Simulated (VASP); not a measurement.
# Al (P6_3/mmc) in VASP: notebook

Runs on Al. Level: r2SCAN. Tasks: single point.

Everything below comes from runs of VASP 6.6.1. Logs are shortened: lines on timing, memory, paths and dates and some standing lists are left out, and cuts for length are marked.

## (1) The cell of the first run

It takes space group P6_3/mmc (No. 194, hexagonal). The conventional cell has a = 2.668 Å, b = 2.668 Å, c = 4.689 Å, α = 90.00°, β = 90.00°, γ = 120.00°. Al (site symmetry -6m2) has 12 Al at 2.67 to 2.81 Å within 3.5 Å.

This isn't the form of Al at room conditions, which is fcc.

## (2) Single point, r2SCAN (strain -0.050 along x and y, +0.000 along z)

Input file POSCAR:

```
Al
1.0
    2.6676820717      0.0000000000      0.0000000000
   -1.3338410358      2.3102804434      0.0000000000
    0.0000000000      0.0000000000      4.6890806209
Al
2
Direct
    0.6666666667      0.3333333333      0.7500000000
    0.3333333333      0.6666666667      0.2500000000
```

Input file INCAR.step1:

```
PREC = Accurate
ENCUT = 520
ISMEAR = 0
SIGMA = 0.15
LREAL = F
LASPH = T
NELM = 60
NBANDS = 10
GGA = PE
ALGO = Normal
EDIFF = 1E-4
LWAVE = T
LCHARG = F
```

Input file INCAR.step2:

```
PREC = Accurate
ENCUT = 520
EDIFF = 1E-6
ISMEAR = 0
SIGMA = 0.15
LREAL = F
LASPH = T
NELM = 60
ALGO = Normal
ISIF = 2
LWAVE = F
LCHARG = F
METAGGA = R2SCAN
LMIXTAU = T
NBANDS = 10
ISTART = 1
```

Input file KPOINTS:

```
regular mesh
0
Gamma
  24 24 14
```

Potentials or basis: VASP PAW PBE potentials, release 64 (Al).

Started as:

```
$ cat potpaw_PBE.64/Al/POTCAR > POTCAR
$ cp INCAR.step1 INCAR
$ mpirun -np 1 vasp_std > vasp.out
$ cp INCAR.step2 INCAR
$ mpirun -np 1 vasp_std > vasp.out
```

OUTCAR:

```text
PREC = Accurate
   ENCUT = 520
   EDIFF = 1E-6
   ISMEAR = 0
   LREAL = F
   LASPH = T
   NELM = 60
   ISIF = 2
   METAGGA = R2SCAN
   ISTART = 1

 ion  position               nearest neighbor table
   1  0.667  0.333  0.750-   2 2.81   2 2.81   2 2.81   2 2.81   2 2.81   2 2.81
   2  0.333  0.667  0.250-   1 2.81   1 2.81   1 2.81   1 2.81   1 2.81   1 2.81

  LATTYP: Found a hexagonal cell.
 ALAT       =     2.6676820717
 C/A-ratio  =     1.7577359276

  Lattice vectors:

 A1 = (   2.6676820717,   0.0000000000,   0.0000000000)
 A2 = (  -1.3338410358,   2.3102804434,   0.0000000000)
 A3 = (   0.0000000000,   0.0000000000,   4.6890806209)

Analysis of symmetry for initial positions (statically):
=====================================================================
 Subroutine PRICEL returns:
 Original cell was already a primitive cell.

 Routine SETGRP: Setting up the symmetry group for a
 hexagonal supercell.

 Subroutine GETGRP returns: Found 24 space group operations
 (whereof 12 operations were pure point group operations)
 out of a pool of 24 trial point group operations.

The static configuration has the point symmetry D_3d.
 The point group associated with its full space group is D_6h.

Analysis of symmetry for dynamics (positions and initial velocities):
=====================================================================
 Subroutine PRICEL returns:
 Original cell was already a primitive cell.

 Routine SETGRP: Setting up the symmetry group for a
 hexagonal supercell.

 Subroutine GETGRP returns: Found 24 space group operations
 (whereof 12 operations were pure point group operations)
 out of a pool of 24 trial point group operations.

The dynamic configuration has the point symmetry D_3d.
 The point group associated with its full space group is D_6h.

 Subroutine INISYM returns: Found 24 space group operations
 (whereof 12 operations are pure point group operations),
 and found     1 'primitive' translations

----------------------------------------------------------------------------------------

                                     Primitive cell

  volume of cell :      28.8992

  direct lattice vectors                    reciprocal lattice vectors
     2.667682072  0.000000000  0.000000000     0.374857263  0.216423942  0.000000000
    -1.333841036  2.310280443  0.000000000     0.000000000  0.432847883  0.000000000
     0.000000000  0.000000000  4.689080621     0.000000000  0.000000000  0.213261422

  length of vectors
     2.667682072  2.667682072  4.689080621     0.432847883  0.432847883  0.213261422

  position of ions in fractional coordinates (direct lattice)
     0.666666667  0.333333333  0.750000000
     0.333333333  0.666666667  0.250000000

  ion indices of the primitive-cell ions
   primitive index   ion index
                 1           1
                 2           2

----------------------------------------------------------------------------------------

 KPOINTS: regular mesh

Automatic generation of k-mesh.
 Grid dimensions read from file:
 generate k-points for:   24   24   14

 Generating k-lattice:

  Cartesian coordinates                     Fractional coordinates (reciprocal lattice)
     0.015619053  0.009017664  0.000000000     0.041666667  0.000000000  0.000000000
     0.000000000  0.018035328  0.000000000     0.000000000  0.041666667  0.000000000
     0.000000000  0.000000000  0.015232959     0.000000000  0.000000000  0.071428571

  Length of vectors
     0.018035328  0.018035328  0.015232959

  Shift w.r.t. Gamma in fractional coordinates (k-lattice)
     0.000000000  0.000000000  0.000000000

 Subroutine IBZKPT returns following result:
 ===========================================

 Found    488 irreducible k-points:

 Following reciprocal coordinates:
            Coordinates               Weight
  0.000000  0.000000  0.000000      1.000000
  0.041667  0.000000  0.000000      6.000000
  0.083333  0.000000  0.000000      6.000000
  0.125000  0.000000  0.000000      6.000000
  0.166667  0.000000  0.000000      6.000000
  0.208333  0.000000  0.000000      6.000000
[... 16 lines left out ...]
  0.416667  0.041667  0.000000     12.000000
  0.458333  0.041667  0.000000     12.000000
 [... further k-points ...]
   k-points           NKPTS =    488   k-points in BZ     NKDIM =    488   number of bands    NBANDS=     10
   number of dos      NEDOS =    301   number of ions     NIONS =      2
   total plane-waves  NPLWV =  14400
   dimension x,y,z NGX =    20 NGY =   20 NGZ =   36
   dimension x,y,z NGXF=    40 NGYF=   40 NGZF=   72
   ions per type =               2
   NGX,Y,Z   is equivalent  to a cutoff of  12.46, 12.46, 12.76 a.u.
   NGXF,Y,Z  is equivalent  to a cutoff of  24.93, 24.93, 25.53 a.u.
 SYSTEM =  unknown system
   PREC   = accura    normal or accurate (medium, high low for compatibility)
   ISTART =      1    job   : 0-new  1-cont  2-samecut
   ICHARG =      0    charge: 1-file 2-atom 10-const
   ISPIN  =      1    spin polarized calculation?
   LNONCOLLINEAR =      F non collinear calculations
   LSORBIT =      F    spin-orbit coupling
   LASPH  =      T    aspherical Exc in radial PAW
   ENCUT  =  520.0 eV  38.22 Ry    6.18 a.u.   4.96  4.96  8.72*2*pi/ulx,y,z
   NELM   =     60;   NELMIN=  2; NELMDL=  0     # of ELM steps
   EDIFF  = 0.1E-05   stopping-criterion for ELM
   LREAL  =      F    real-space projection
   EDIFFG = 0.1E-04   stopping-criterion for IOM
   NSW    =      0    number of steps for IOM
   IBRION =     -1    ionic relax: 0-MD 1-quasi-New 2-CG
   NFREE  =      0    steps in history (QN), initial steepest desc. (CG)
   ISIF   =      2    stress and relaxation
   ISYM   =      2    0-nonsym 1-usesym 2-fastsym
   POTIM  = 0.5000    time-step for ionic-motion
   TEBEG  =    0.0;   TEEND  =   0.0 temperature during run
   PSTRESS=    0.0 pullay stress
   NELECT =       6.0000    total number of electrons
   NUPDOWN=      -1.0000    fix difference up-down
   EMIN   =  10.00;   EMAX   =-10.00  energy-range for DOS
   EFERMI =   0.00;   METHOD = LEGACY
   ISMEAR =     0;   SIGMA  =   0.15  broadening in eV -4-tet -1-fermi 0-gaus
   EFERMI_NEDOS =   21; number of points for ismear=-14 and -15
   IALGO  =     38    algorithm
   IMIX   =      4    mixing-type and parameters
     AMIX     =   0.40;   BMIX     =  1.00
     AMIX_MAG =   1.60;   BMIX_MAG =  1.00
  volume/ion in A,a.u.               =      14.45        97.51
  Fermi-wavevector in a.u.,A,eV,Ry     =   0.969385  1.831873 12.785501  0.939708
  Thomas-Fermi vector in A             =   2.099433
   LORBIT       =      0    0 simple, 1 ext, 2 COOP (PROOUT), +10 PAW based schemes
   METAGGA = R2SCAN    functional components
   LHFCALC =     F    Hartree Fock is set to
   AEXX    =    0.0000 exact exchange contribution
   IVDW    =     0    specifies the selected vdW correction
   LEPSILON=     F    determine dielectric tensor
   LRPA    =     F    only Hartree local field effects (RPA)
 non-spin polarized calculation
 Gauss-broadening in eV      SIGMA  =   0.15
  energy-cutoff  :      520.00
  volume of cell :       28.90
 maximum number of plane-waves:       807
 NGX is ok and might be reduce to    20
   NGX =  9   NGY =  9   NGZ = 17

 number of electron       6.0000000 magnetization

 Free energy of the ion-electron system (eV)
  ---------------------------------------------------
  ext. energy  EPLUGINS =         0.00000000
  ---------------------------------------------------
  free energy    TOTEN  =       -13.27181557 eV

  energy without entropy =      -13.26401456  energy(sigma->0) =      -13.26791507

 E-fermi :   9.4553     XC(G=0): -11.4109

 val. band max:        9.4551330947   @ k =   0.3333   0.3333   0.4286
 cond. band min:       9.4596068461   @ k =   0.2917   0.1250   0.0714
 fundamental gap:      0.0044737514
 Fermi energy:         9.4553149005

 k-point     1 :       0.0000    0.0000    0.0000
  band No.  band energies     occupation
      1      -3.3521      2.00000
      2       3.4596      2.00000
      3       3.7664      2.00000
      4      21.5938      0.00000
      5      22.9268      0.00000
      6      22.9268      0.00000
      7      23.3177      0.00000
      8      23.3177      0.00000
      9      23.8900      0.00000
     10      27.0193      0.00000

 k-point     2 :       0.0417    0.0000    0.0000
  band No.  band energies     occupation
      1      -3.3011      2.00000
      2       3.5070      2.00000
      3       3.8152      2.00000
      4      21.1865      0.00000
      5      22.1139      0.00000
      6      22.1829      0.00000
      7      23.5038      0.00000
      8      23.9293      0.00000
      9      24.0977      0.00000
     10      27.5054      0.00000

 k-point     3 :       0.0833    0.0000    0.0000
  band No.  band energies     occupation
      1      -3.1483      2.00000
      2       3.6495      2.00000
      3       3.9612      2.00000
      4      19.6497      0.00000
      5      21.3384      0.00000
      6      21.7447      0.00000
      7      23.0435      0.00000
      8      24.0468      0.00000
      9      24.9762      0.00000
     10      26.1318      0.00000

 k-point     4 :       0.1250    0.0000    0.0000
  band No.  band energies     occupation
      1      -2.8941      2.00000
      2       3.8870      2.00000
      3       4.2031      2.00000
      4      17.8434      0.00000
      5      20.5624      0.00000
      6      21.2391      0.00000
      7      22.4956      0.00000
      8      24.2196      0.00000
      9      24.3227      0.00000
     10      25.4828      0.00000
[... 222 lines left out ...]
 k-point    22 :       0.3750    0.0417    0.0000
  band No.  band energies     occupation
      1       1.1960      2.00000
      2       6.5548      2.00000
      3       7.7872      2.00000
      4       8.7671      2.00000
      5      13.5508      0.00000
      6      13.5594      0.00000
      7      16.8261      0.00000
      8      20.3701      0.00000
      9      22.4670      0.00000
     10      22.6476      0.00000

 k-point    23 :       0.4167    0.0417    0.0000
  band No.  band energies     occupation
      1       2.1678      2.00000
      2       5.5219      2.00000
      3       8.7345      2.00000
      4       9.3466      1.69458
      5      12.2210      0.00000
      6      12.4584      0.00000
      7      16.5961      0.00000
      8      20.1870      0.00000
      9      22.2714      0.00000
     10      22.5232      0.00000

 k-point    24 :       0.4583    0.0417    0.0000
  band No.  band energies     occupation
      1       3.2149      2.00000
      2       4.3690      2.00000
      3       9.7463      0.00607
      4      10.1305      0.00000
      5      11.0176      0.00000
      6      11.4843      0.00000
      7      16.4848      0.00000
      8      20.0942      0.00000
      9      22.1735      0.00000
     10      22.4600      0.00000

 [... further k-points ...]

------------------------ aborting loop because EDIFF is reached ----------------------------------------

  FORCE on cell =-STRESS in cart. coord.  units (eV):
  Direction    XX          YY          ZZ          XY          YZ          ZX
  --------------------------------------------------------------------------------------
  -------------------------------------------------------------------------------------
  Total        2.7253773      2.7253773      0.9474780      0.0000000      0.0000000      0.0000000
  in kB      151.0952286    151.0952286     52.5282903      0.0000000      0.0000000      0.0000000
  external PRESSURE =     118.2395825 kB  Pullay stress =       0.0000000 kB

 VOLUME and BASIS-vectors are now :
 -----------------------------------------------------------------------------
  energy-cutoff  :      520.00
  volume of cell :       28.90
      direct lattice vectors                 reciprocal lattice vectors
     2.667682072  0.000000000  0.000000000     0.374857263  0.216423942  0.000000000
    -1.333841036  2.310280443  0.000000000     0.000000000  0.432847883  0.000000000
     0.000000000  0.000000000  4.689080621     0.000000000  0.000000000  0.213261422

 POSITION                                       TOTAL-FORCE (eV/Angst)
 -----------------------------------------------------------------------------------
      1.33384      0.77009      3.51681         0.000000      0.000000      0.000000
     -0.00000      1.54019      1.17227        -0.000000     -0.000000      0.000000
 -----------------------------------------------------------------------------------
    total drift:                                0.000000     -0.000000     -0.000000

  FREE ENERGIE OF THE ION-ELECTRON SYSTEM (eV)
  ---------------------------------------------------
  free  energy   TOTEN  =       -13.2718155726 eV

  energy  without entropy=      -13.2640145601  energy(sigma->0) =      -13.26791507
```

Run time: 4.5 min. Hardware: 1 thread of Intel Xeon Platinum 8259CL at 2.50GHz (Skylake/Cascade Lake), shared host; peak memory 0.23 GiB.

Results:

```
Free energy            : -13.2718 eV
Pressure               : 11.8 GPa
Band gap on the k mesh : zero (bands 3 and 4 overlap by 7.30 eV)
```

Stress tensor (GPa, compression positive):
```
15.11  0.00  0.00
 0.00 15.11  0.00
 0.00  0.00  5.25
```

Levels at points of the mesh, in eV from the Fermi level:
```tsv
k point	band 1	band 2	band 3	band 4	band 5	band 6	band 7
(0.00, 0.00, 0.00)	-12.81	-6.00	-5.69	12.14	13.47	13.47	13.86
(0.50, 0.00, 0.00)	-5.83	-5.58	0.61	0.86	1.15	1.82	7.77
(0.00, 0.00, 0.50)	-11.04	-11.04	2.46	2.46	14.30	14.30	14.30
(0.50, 0.00, 0.50)	-4.57	-4.57	-3.29	-3.29	7.98	7.98	9.22
```

Caveat: the cell differs from its parent crystal (strain -0.050 along x and y, +0.000 along z); the cell stands under pressure; the PAW data sets were made with another functional, which shifts forces and pressure a little.

## (3) Single point, r2SCAN (strain -0.025 along x and y, -0.050 along z)

Input file POSCAR:

```
Al
1.0
    2.7378842315      0.0000000000      0.0000000000
   -1.3689421157      2.3710772971      0.0000000000
    0.0000000000      0.0000000000      4.4546265899
Al
2
Direct
    0.6666666667      0.3333333333      0.7500000000
    0.3333333333      0.6666666667      0.2500000000
```

Input file INCAR.step1:

```
ALGO = Normal
EDIFF = 1E-4
ENCUT = 520
GGA = PE
ISMEAR = 0
LASPH = True
LCHARG = False
LREAL = False
LWAVE = True
NBANDS = 10
NELM = 60
PREC = Accurate
SIGMA = 0.15
```

Input file INCAR.step2:

```
ALGO = Normal
EDIFF = 1E-7
ENCUT = 520
ISIF = 2
ISMEAR = 0
ISTART = 1
LASPH = True
LCHARG = False
LMIXTAU = True
LREAL = False
LWAVE = False
METAGGA = R2SCAN
NBANDS = 10
NELM = 60
PREC = Accurate
SIGMA = 0.15
```

Input file KPOINTS:

```
k-points
0
Gamma
  24 24 14
```

Potentials or basis: VASP PAW PBE potentials, release 64 (Al).

Started as:

```
$ cat potpaw_PBE.64/Al/POTCAR > POTCAR
$ cp INCAR.step1 INCAR
$ mpirun -np 1 vasp_std > vasp.out
$ cp INCAR.step2 INCAR
$ mpirun -np 1 vasp_std > vasp.out
```

Run time: 5 min. Hardware: 1 thread of Intel Xeon Platinum 8259CL at 2.50GHz (Skylake/Cascade Lake), shared host; peak memory 0.23 GiB.

The run converged. Its results:

```
Free energy            : -13.3100 eV
Pressure               : 10.8 GPa
Band gap on the k mesh : zero (bands 3 and 4 overlap by 8.32 eV)
```

Stress tensor (GPa, compression positive):
```
10.32  0.00  0.00
 0.00 10.32  0.00
 0.00  0.00 11.80
```

Levels at points of the mesh, in eV from the Fermi level:
| k point | band 1 | band 2 | band 3 | band 4 | band 5 | band 6 | band 7 |
| --- | --- | --- | --- | --- | --- | --- | --- |
| (0.00, 0.00, 0.00) | -12.84 | -5.56 | -4.71 | 12.33 | 12.33 | 12.40 | 12.40 |
| (0.50, 0.00, 0.00) | -6.13 | -6.02 | 0.59 | 1.24 | 1.58 | 2.25 | 6.62 |
| (0.00, 0.00, 0.50) | -10.88 | -10.88 | 4.00 | 4.00 | 13.26 | 13.26 | 13.26 |
| (0.50, 0.00, 0.50) | -4.72 | -4.72 | -3.54 | -3.54 | 8.24 | 8.24 | 8.25 |

Caveat: the cell differs from its parent crystal (strain -0.025 along x and y, -0.050 along z); the cell stands under pressure; the PAW data sets were made with another functional, which shifts forces and pressure a little.

(Part 1 of 2 ends here.)
